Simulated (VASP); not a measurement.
# GdSeO (P4/nmm) in VASP: a series of runs

The runs below take GdSeO through relaxation of cell and atoms, single point, with PBE+U.

Program: VASP 6.6.1. These are calculated values, not measurements. Logs are shortened: lines on timing, memory, paths and dates and some standing lists are left out, and cuts for length are marked.

**1. The cell of the first run**

The structure is tetragonal, space group P4/nmm (No. 129). Conventional cell: a = 3.954 Å, b = 3.954 Å, c = 6.909 Å, α = 90.00°, β = 90.00°, γ = 90.00°. Within 3.1 Å of Gd (site symmetry 4mm) lie 4 O at 2.37 Å and 5 Se at 3.04 to 3.09 Å. Within 4.0 Å of Se (site symmetry 4mm) lie 6 Gd at 3.04 to 3.82 Å and 4 O at 3.20 Å and 8 Se at 3.37 to 3.95 Å. Within 3.1 Å of O (site symmetry -4m2) lie 4 Gd at 2.37 Å and 4 O at 2.80 Å.

**2. Relaxation of cell and atoms, PBE+U, collinear spin, ferromagnetic start**

Contents of INCAR:

```
SYSTEM = GdSeO
PREC = Accurate ; ENCUT = 600
EDIFF = 1E-6 ; ISMEAR = -1
SIGMA = 0.1 ; LREAL = .False.
LASPH = .True. ; NELM = 150
ALGO = Normal ; ISIF = 3
LWAVE = .False. ; LCHARG = .False.
ISPIN = 2 ; MAGMOM = 6.9 6.9 0 0 0 0
LORBIT = 11 ; LMAXMIX = 6
LDAU = .True. ; LDAUTYPE = 2
LDAUL = 3 -1 -1 ; LDAUU = 2 0 0
LDAUJ = 0 0 0 ; LDAUPRINT = 1
GGA = PE ; IBRION = 2
NSW = 60 ; EDIFFG = -0.01
```

Contents of KPOINTS:

```
regular mesh
0
Gamma
  5 5 3
  0 0 0
```

Contents of POSCAR:

```
GdSeO
1.0
    3.9544215500      0.0000000000      0.0000000000
    0.0000000000      3.9544215500      0.0000000000
    0.0000000000      0.0000000000      6.9094111500
Gd Se O
2 2 2
Direct
    0.2500000000      0.2500000000      0.1895500000
    0.7500000000      0.7500000000      0.8104500000
    0.2500000000      0.2500000000      0.6367000000
    0.7500000000      0.7500000000      0.3633000000
    0.7500000000      0.2500000000      0.0000000000
    0.2500000000      0.7500000000      0.0000000000
```

Potentials or basis: VASP PAW PBE potentials, release 64 (Gd, Se, O).

On the command line:

```
$ cat potpaw_PBE.64/Gd/POTCAR potpaw_PBE.64/Se/POTCAR potpaw_PBE.64/O/POTCAR > POTCAR
$ mpirun -np 1 vasp_std > vasp.out
```

OUTCAR:

```text
SYSTEM = GdSeO
   PREC = Accurate
   ENCUT = 600
   EDIFF = 1E-6
   ISMEAR = -1
   LREAL = .False.
   LASPH = .True.
   NELM = 150
   ISIF = 3
   ISPIN = 2
   LORBIT = 11
   GGA = PE
   IBRION = 2
   NSW = 60
   EDIFFG = -0.01

 ion  position               nearest neighbor table
   1  0.250  0.250  0.190-   5 2.37   6 2.37   6 2.37   5 2.37   4 3.04   4 3.04   4 3.04   4 3.04
                             3 3.09
   2  0.750  0.750  0.810-   5 2.37   6 2.37   5 2.37   6 2.37   3 3.04   3 3.04   3 3.04   3 3.04
                             4 3.09
   3  0.250  0.250  0.637-   2 3.04   2 3.04   2 3.04   2 3.04   1 3.09
   4  0.750  0.750  0.363-   1 3.04   1 3.04   1 3.04   1 3.04   2 3.09
   5  0.750  0.250  0.000-   1 2.37   2 2.37   2 2.37   1 2.37
   6  0.250  0.750  0.000-   1 2.37   2 2.37   1 2.37   2 2.37

  LATTYP: Found a simple tetragonal cell.
 ALAT       =     3.9544215500
 C/A-ratio  =     1.7472621628

  Lattice vectors:

 A1 = (   3.9544215500,   0.0000000000,   0.0000000000)
 A2 = (   0.0000000000,   3.9544215500,   0.0000000000)
 A3 = (   0.0000000000,   0.0000000000,   6.9094111500)

Analysis of symmetry for initial positions (statically):
=====================================================================
 Subroutine PRICEL returns:
 Original cell was already a primitive cell.

 Routine SETGRP: Setting up the symmetry group for a
 simple tetragonal supercell.

 Subroutine GETGRP returns: Found 16 space group operations
 (whereof  4 operations were pure point group operations)
 out of a pool of 16 trial point group operations.

The static configuration has the point symmetry C_2h.
 The point group associated with its full space group is D_4h.

Analysis of symmetry for dynamics (positions and initial velocities):
=====================================================================
 Subroutine PRICEL returns:
 Original cell was already a primitive cell.

 Routine SETGRP: Setting up the symmetry group for a
 simple tetragonal supercell.

 Subroutine GETGRP returns: Found 16 space group operations
 (whereof  4 operations were pure point group operations)
 out of a pool of 16 trial point group operations.

The dynamic configuration has the point symmetry C_2h.
 The point group associated with its full space group is D_4h.

Analysis of structural, dynamic, and magnetic symmetry:
=====================================================================
 Subroutine PRICEL returns:
 Original cell was already a primitive cell.

 Routine SETGRP: Setting up the symmetry group for a
 simple tetragonal supercell.

 Subroutine GETGRP returns: Found 16 space group operations
 (whereof  4 operations were pure point group operations)
 out of a pool of 16 trial point group operations.

The overall configuration has the point symmetry C_2h.
 The point group associated with its full space group is D_4h.

 Subroutine INISYM returns: Found 16 space group operations
 (whereof  4 operations are pure point group operations),
 and found     1 'primitive' translations

----------------------------------------------------------------------------------------

                                     Primitive cell

  volume of cell :     108.0456

  direct lattice vectors                    reciprocal lattice vectors
     3.954421550  0.000000000  0.000000000     0.252881487  0.000000000  0.000000000
     0.000000000  3.954421550  0.000000000     0.000000000  0.252881487  0.000000000
     0.000000000  0.000000000  6.909411150     0.000000000  0.000000000  0.144730134

  length of vectors
[... 378 lines left out ...]

  0.9922 -0.0000  0.0007 -0.0000  0.0000 -0.0000  0.0000
 -0.0000  0.9906 -0.0000  0.0000 -0.0000  0.0000  0.0000
  0.0007 -0.0000  0.9906 -0.0000 -0.0000  0.0000 -0.0000
 -0.0000  0.0000 -0.0000  0.9909 -0.0000  0.0000 -0.0000
  0.0000 -0.0000 -0.0000 -0.0000  0.9906 -0.0000 -0.0007
 -0.0000  0.0000  0.0000  0.0000 -0.0000  0.9933 -0.0000
  0.0000  0.0000 -0.0000 -0.0000 -0.0007 -0.0000  0.9922

spin component  2

  0.0119  0.0000  0.0020 -0.0000 -0.0000 -0.0000  0.0000
  0.0000  0.0092 -0.0000  0.0000  0.0000  0.0000  0.0000
  0.0020 -0.0000  0.0071 -0.0000 -0.0000 -0.0000 -0.0000
 -0.0000  0.0000 -0.0000  0.0198 -0.0000  0.0000 -0.0000
 -0.0000  0.0000 -0.0000 -0.0000  0.0071 -0.0000 -0.0020
 -0.0000  0.0000 -0.0000  0.0000 -0.0000  0.0185 -0.0000
  0.0000  0.0000 -0.0000 -0.0000 -0.0020 -0.0000  0.0119

 occupancies and eigenvectors

  o =  0.0063  v =  0.0000  0.0000  0.0000  0.0000  0.0000  0.0000  0.0000  0.3379 -0.0000 -0.9412 -0.0000 -0.0003  0.0000 -0.0001      0.0000  0.0000  0.0000  0.0000  0.0000  0.0000  0.0000  0.0000  0.0000  0.0000  0.0000  0.0000  0.0000  0.0000
  o =  0.0063  v =  0.0000  0.0000  0.0000  0.0000  0.0000  0.0000  0.0000 -0.0001 -0.0000  0.0003  0.0000 -0.9412 -0.0000 -0.3379      0.0000  0.0000  0.0000  0.0000  0.0000  0.0000  0.0000  0.0000  0.0000  0.0000  0.0000  0.0000  0.0000  0.0000
  o =  0.0092  v =  0.0000  0.0000  0.0000  0.0000  0.0000  0.0000  0.0000  0.0000  1.0000 -0.0000 -0.0000 -0.0000 -0.0000 -0.0000      0.0000  0.0000  0.0000  0.0000  0.0000  0.0000  0.0000  0.0000  0.0000  0.0000  0.0000  0.0000  0.0000  0.0000
  o =  0.0126  v =  0.0000  0.0000  0.0000  0.0000  0.0000  0.0000  0.0000  0.9412 -0.0000  0.3379  0.0000  0.0003  0.0000 -0.0009      0.0000  0.0000  0.0000  0.0000  0.0000  0.0000  0.0000  0.0000  0.0000  0.0000  0.0000  0.0000  0.0000  0.0000
  o =  0.0126  v =  0.0000  0.0000  0.0000  0.0000  0.0000  0.0000  0.0000 -0.0009 -0.0000 -0.0003  0.0000  0.3379  0.0000 -0.9412      0.0000  0.0000  0.0000  0.0000  0.0000  0.0000  0.0000  0.0000  0.0000  0.0000  0.0000  0.0000  0.0000  0.0000
  o =  0.0185  v =  0.0000  0.0000  0.0000  0.0000  0.0000  0.0000  0.0000  0.0000 -0.0000 -0.0000  0.0000  0.0000 -1.0000  0.0000      0.0000  0.0000  0.0000  0.0000  0.0000  0.0000  0.0000  0.0000  0.0000  0.0000  0.0000  0.0000  0.0000  0.0000
  o =  0.0198  v =  0.0000  0.0000  0.0000  0.0000  0.0000  0.0000  0.0000 -0.0000  0.0000  0.0000  1.0000  0.0000  0.0000  0.0000      0.0000  0.0000  0.0000  0.0000  0.0000  0.0000  0.0000  0.0000  0.0000  0.0000  0.0000  0.0000  0.0000  0.0000
  o =  0.9903  v =  0.3639  0.0000 -0.9314  0.0000 -0.0000  0.0000 -0.0000  0.0000  0.0000  0.0000  0.0000  0.0000  0.0000  0.0000      0.0000  0.0000  0.0000  0.0000  0.0000  0.0000  0.0000  0.0000  0.0000  0.0000  0.0000  0.0000  0.0000  0.0000
  o =  0.9903  v =  0.0000 -0.0000 -0.0000  0.0000  0.9314 -0.0000  0.3639  0.0000  0.0000  0.0000  0.0000  0.0000  0.0000  0.0000      0.0000  0.0000  0.0000  0.0000  0.0000  0.0000  0.0000  0.0000  0.0000  0.0000  0.0000  0.0000  0.0000  0.0000
  o =  0.9906  v =  0.0000 -1.0000 -0.0000  0.0000 -0.0000  0.0000 -0.0000  0.0000  0.0000  0.0000  0.0000  0.0000  0.0000  0.0000      0.0000  0.0000  0.0000  0.0000  0.0000  0.0000  0.0000  0.0000  0.0000  0.0000  0.0000  0.0000  0.0000  0.0000
  o =  0.9909  v =  0.0000 -0.0000 -0.0000 -1.0000  0.0000  0.0000 -0.0000  0.0000  0.0000  0.0000  0.0000  0.0000  0.0000  0.0000      0.0000  0.0000  0.0000  0.0000  0.0000  0.0000  0.0000  0.0000  0.0000  0.0000  0.0000  0.0000  0.0000  0.0000
  o =  0.9925  v = -0.9314  0.0000 -0.3639  0.0000 -0.0000  0.0000 -0.0000  0.0000  0.0000  0.0000  0.0000  0.0000  0.0000  0.0000      0.0000  0.0000  0.0000  0.0000  0.0000  0.0000  0.0000  0.0000  0.0000  0.0000  0.0000  0.0000  0.0000  0.0000
  o =  0.9925  v =  0.0000 -0.0000  0.0000 -0.0000 -0.3639 -0.0000  0.9314  0.0000  0.0000  0.0000  0.0000  0.0000  0.0000  0.0000      0.0000  0.0000  0.0000  0.0000  0.0000  0.0000  0.0000  0.0000  0.0000  0.0000  0.0000  0.0000  0.0000  0.0000
  o =  0.9933  v =  0.0000 -0.0000 -0.0000 -0.0000 -0.0000 -1.0000 -0.0000  0.0000  0.0000  0.0000  0.0000  0.0000  0.0000  0.0000      0.0000  0.0000  0.0000  0.0000  0.0000  0.0000  0.0000  0.0000  0.0000  0.0000  0.0000  0.0000  0.0000  0.0000

--------------------------------------- Ionic step       35  -------------------------------------------

 number of electron      60.0000023 magnetization      13.9047091

 Free energy of the ion-electron system (eV)
  ---------------------------------------------------
  ext. energy  EPLUGINS =         0.00000000
  ---------------------------------------------------
  free energy    TOTEN  =       -54.39451044 eV

  energy without entropy =      -54.31511537  energy(sigma->0) =      -54.35481290

 E-fermi :   4.1478     XC(G=0): -10.2571

 val. band max:        4.1282638422   @ k =   0.2000   0.0000   0.3333
 cond. band min:       4.1683955548   @ k =   0.2000   0.0000   0.0000
 fundamental gap:      0.0401317126
 Fermi energy:         4.1478032622

 spin component 1

 k-point     1 :       0.0000    0.0000    0.0000
  band No.  band energies     occupation
      1     -41.0703      1.00000
      2     -41.0142      1.00000
      3     -19.0173      1.00000
      4     -18.5499      1.00000
      5     -18.5499      1.00000
      6     -18.3644      1.00000
[... 529 lines left out ...]
     41       7.2574      0.00000
     42       7.2705      0.00000
 Fermi energy:         4.1478032622

 spin component 2

 k-point     1 :       0.0000    0.0000    0.0000
  band No.  band energies     occupation
      1     -37.9620      1.00000
      2     -37.8859      1.00000
      3     -17.3335      1.00000
      4     -16.4351      1.00000
      5     -16.4351      1.00000
      6     -16.1943      1.00000
[... 529 lines left out ...]
     41       7.8501      0.00000
     42       7.9205      0.00000
 [bands above 42 left out]

------------------------ aborting loop because EDIFF is reached ----------------------------------------

  FORCE on cell =-STRESS in cart. coord.  units (eV):
  Direction    XX          YY          ZZ          XY          YZ          ZX
  --------------------------------------------------------------------------------------
  -------------------------------------------------------------------------------------
  Total        0.0395258      0.0395258      0.0162230     -0.0000000      0.0000000     -0.0000000
  in kB        0.5372749      0.5372749      0.2205194     -0.0000000      0.0000000     -0.0000000
  external PRESSURE =       0.4316898 kB  Pullay stress =       0.0000000 kB
[... 21 lines left out ...]
  FREE ENERGIE OF THE ION-ELECTRON SYSTEM (eV)
  ---------------------------------------------------
  free  energy   TOTEN  =       -54.3945104386 eV

  energy  without entropy=      -54.3151153685  energy(sigma->0) =      -54.35481290

 reached required accuracy - stopping structural energy minimisation

 total charge

# of ion       s       p       d       f       tot
--------------------------------------------------
    1        2.027   5.642   0.478   7.018  15.164
    2        2.027   5.642   0.478   7.018  15.164
    3        1.498   2.245   0.025   0.000   3.768
    4        1.498   2.245   0.025   0.000   3.768
    5        1.558   3.476   0.000   0.000   5.034
    6        1.558   3.476   0.000   0.000   5.034
--------------------------------------------------
tot         10.165  22.727   1.006  14.035  47.933

 magnetization (x)

# of ion       s       p       d       f       tot
--------------------------------------------------
    1       -0.006  -0.087   0.046   6.850   6.803
    2       -0.006  -0.087   0.046   6.850   6.803
    3       -0.001  -0.032   0.000   0.000  -0.033
    4       -0.001  -0.032   0.000   0.000  -0.033
    5       -0.002  -0.018   0.000   0.000  -0.020
    6       -0.002  -0.018   0.000   0.000  -0.020
--------------------------------------------------
tot         -0.019  -0.274   0.093  13.700  13.501
```

Run time: 49 min. Hardware: 1 thread of Intel Xeon 6975P-C (Granite Rapids), shared host; peak memory 0.39 GiB.

Results:

* Free energy: -54.3945 eV
* Relaxed volume: 19.64 Å³/atom
* Relaxed cell: a = 4.118 Å, b = 4.118 Å, c = 6.950 Å, α = 90.00°, β = 90.00°, γ = 90.00°
* Space group after relaxing (to 0.05 Å): P4/nmm (No. 129)
* Energy gained by relaxing: 167.1 meV/atom
* Ionic steps: 35
* Pressure after relaxing: 0.0 GPa
* Largest force after relaxing: 0.007 eV/Å
* Net moment: 13.90 μB per cell
* Site moments: Gd +6.80; Se -0.03; O -0.02 μB
* Valence electrons inside the program's atomic spheres: Gd 15.16; Se 3.77; O 5.03

Forces on the atoms (eV/Å):
```
Gd   0.000  0.000 -0.006
Gd   0.000  0.000  0.006
Se   0.000  0.000  0.007
Se   0.000  0.000 -0.007
O    0.000  0.000  0.000
O    0.000  0.000  0.000
```

Step by step:
| step | energy change (eV) | largest force (eV/Å) | pressure (GPa) | volume (Å³) |
| --- | --- | --- | --- | --- |
| 1 | 0.0000 | 2.1852 | -0.23 | 108.05 |
| 2 | -0.3628 | 0.8367 | 2.29 | 107.64 |
| 3 | -0.4318 | 0.8969 | 4.37 | 107.39 |
| 4 | -0.5783 | 0.7334 | -1.75 | 115.87 |
| 5 | -0.5792 | 0.7460 | -1.31 | 115.24 |
| 6 | -0.6643 | 0.6716 | -0.94 | 114.70 |
| 7 | -0.8356 | 0.6876 | 1.30 | 113.05 |
| 8 | -0.4203 | 1.1934 | 10.75 | 109.73 |
| 9 | -0.8510 | 0.7896 | 2.11 | 112.62 |
| 10 | -0.8975 | 0.4583 | 1.11 | 113.59 |
| 11 | -0.9423 | 0.1644 | 0.17 | 115.34 |
| 12 | -0.9444 | 0.4157 | -0.22 | 116.00 |
| 13 | -0.9448 | 0.3379 | -0.01 | 115.78 |
| 14 | -0.9636 | 0.3619 | 0.04 | 116.04 |
| 15 | -0.9846 | 0.5392 | 0.45 | 116.76 |
| 16 | -0.9854 | 0.4886 | 0.39 | 116.63 |
| 17 | -0.9991 | 0.1913 | 0.18 | 117.31 |
| 18 | -1.0022 | 0.0502 | 0.03 | 117.86 |
| 19 | -1.0022 | 0.0399 | -0.04 | 117.83 |
| 20 | -1.0015 | 0.0703 | 0.13 | 117.57 |
| 21 | -1.0022 | 0.0160 | 0.03 | 117.79 |
| 22 | -1.0027 | 0.0041 | -0.02 | 117.89 |
| 23 | -1.0028 | 0.0336 | -0.10 | 118.03 |
| 24 | -1.0028 | 0.0277 | -0.08 | 118.00 |
| 25 | -1.0028 | 0.0160 | -0.06 | 117.96 |
| 26 | -1.0029 | 0.0209 | -0.08 | 117.98 |
| 27 | -1.0029 | 0.0078 | 0.07 | 117.86 |
| 28 | -1.0029 | 0.0070 | 0.08 | 117.89 |
| 29 | -1.0029 | 0.0085 | 0.08 | 117.92 |
| 30 | -1.0029 | 0.0141 | 0.05 | 117.95 |
| 31 | -1.0029 | 0.0177 | -0.01 | 117.97 |
| 32 | -1.0029 | 0.0162 | -0.08 | 117.96 |
| 33 | -1.0029 | 0.0162 | -0.08 | 117.95 |
| 34 | -1.0029 | 0.0121 | -0.06 | 117.95 |
| 35 | -1.0029 | 0.0071 | 0.04 | 117.87 |

Final structure:
```
Gd Se O
1.0
     4.11825    0.00000    0.00000
     0.00000    4.11825    0.00000
     0.00000    0.00000    6.94973
Gd Se O
2 2 2
Direct
  0.25000 0.25000 0.15128
  0.75000 0.75000 0.84872
  0.25000 0.25000 0.55762
  0.75000 0.75000 0.44238
  0.75000 0.25000 0.00000
  0.25000 0.75000 0.00000
```

Eigenvalues of the final occupation matrices:
| site | spin | trace | eigenvalues |
| --- | --- | --- | --- |
| site 1 f | 1 | 6.94 | 0.99 0.99 0.99 0.99 0.99 0.99 0.99 |
| site 1 f | 2 | 0.09 | 0.01 0.01 0.01 0.01 0.01 0.02 0.02 |
| site 2 f | 1 | 6.94 | 0.99 0.99 0.99 0.99 0.99 0.99 0.99 |
| site 2 f | 2 | 0.09 | 0.01 0.01 0.01 0.01 0.01 0.02 0.02 |

Caveat: spin-orbit coupling is left out, which moves the levels of the heavy elements. The state reached can hang on the start; a lower one may exist.

**3. Single point, PBE+U, collinear spin, ferromagnetic start**

This run uses another cell than the first one, of 19.72 Å³/atom, 1.095 times its volume.

Contents of INCAR:

```
PREC     = Accurate       # precision mode
ENCUT    = 520            # plane-wave cutoff, eV
EDIFF    = 1E-6           # SCF threshold, eV
ISMEAR   = -1             # smearing method
SIGMA    = 0.1            # smearing width, eV
LREAL    = False          # projectors in reciprocal space
LASPH    = True           # aspherical terms in the spheres
NELM     = 150            # most SCF steps
ALGO     = Normal         # electronic algorithm
ISIF     = 2              # what is computed and relaxed
LWAVE    = False          # write WAVECAR
LCHARG   = True           # write CHGCAR
ISPIN    = 2              # spin polarisation
MAGMOM   = 6.9 6.9 0 0 0 0 # initial moments
LORBIT   = 11             # projections on sites
LMAXMIX  = 6              # l up to which the mixer works
LDAU     = True           # DFT+U
LDAUTYPE = 1            
LDAUL    = 3 -1 -1        # shell
LDAUU    = 7.02 0 0       # U, eV
LDAUJ    = 0.41 0 0     
LDAUPRINT= 1            
GGA      = PE             # functional
LELF     = True           # ELF
LVHAR    = True         
NBANDS   = 43             # bands
```

Contents of KPOINTS:

```
regular mesh
0
Gamma
  5 5 3
```

Contents of POSCAR:

```
GdSeO
1.0
    4.1249891888      0.0000000000      0.0000000000
    0.0000000000      4.1249891888      0.0000000000
    0.0000000000      0.0000000000      6.9529401993
Gd Se O
2 2 2
Direct
    0.2500000000      0.2500000000      0.1512419560
    0.7500000000      0.7500000000      0.8487580440
    0.2500000000      0.2500000000      0.5579815971
    0.7500000000      0.7500000000      0.4420184029
    0.7500000000      0.2500000000      0.0000000000
    0.2500000000      0.7500000000      0.0000000000
```

Potentials or basis: VASP PAW PBE potentials, release 64 (Gd, Se, O).

On the command line:

```
$ cat potpaw_PBE.64/Gd/POTCAR potpaw_PBE.64/Se/POTCAR potpaw_PBE.64/O/POTCAR > POTCAR
$ mpirun -np 1 vasp_std > vasp.out
```

It took 3.1 min on 1 thread of AMD EPYC 9R45 (Zen 5), shared host; peak memory 0.31 GiB.

Results (log left out):

```yaml
Free_energy: -53.8717 eV
Pressure: 0.1 GPa
Largest_force: 0.014 eV/Å
Band_gap_on_the_k_mesh: zero (filled and empty bands overlap)
Net_moment: 14.02 μB per cell
Site_moments: Gd +6.85; Se -0.02; O -0.04 μB
Valence_electrons_inside_the_program's_atomic_spheres: Gd 15.15; Se 3.77; O 5.04
```

Forces on the atoms (eV/Å):
```
Gd   0.000  0.000  0.013
Gd   0.000  0.000 -0.013
Se   0.000  0.000  0.014
Se   0.000  0.000 -0.014
O    0.000  0.000  0.000
O    0.000  0.000  0.000
```

Levels at points of the mesh, in eV from the Fermi level:
Spin up:
| k point | band 33 | band 34 | band 35 | band 36 | band 37 | band 38 | band 39 | band 40 | band 41 | band 42 |
| --- | --- | --- | --- | --- | --- | --- | --- | --- | --- | --- |
| (0.00, 0.00, 0.00) | -3.51 | -3.31 | -3.31 | -2.19 | 0.80 | 0.80 | 2.10 | 2.46 | 2.47 | 3.41 |
Spin down:
```tsv
k point	band 21	band 22	band 23	band 24	band 25	band 26
(0.00, 0.00, 0.00)	-3.36	-2.23	0.79	0.79	2.39	2.73
```

Eigenvalues of the final occupation matrices:
```
    site  spin  trace                         eigenvalues
site 1 f     1   6.95  0.99 0.99 0.99 0.99 0.99 0.99 1.00
site 1 f     2   0.05  0.00 0.00 0.00 0.01 0.01 0.01 0.01
site 2 f     1   6.95  0.99 0.99 0.99 0.99 0.99 0.99 1.00
site 2 f     2   0.05  0.00 0.00 0.00 0.01 0.01 0.01 0.01
```

Caveat: spin-orbit coupling is left out, which moves the levels of the heavy elements.
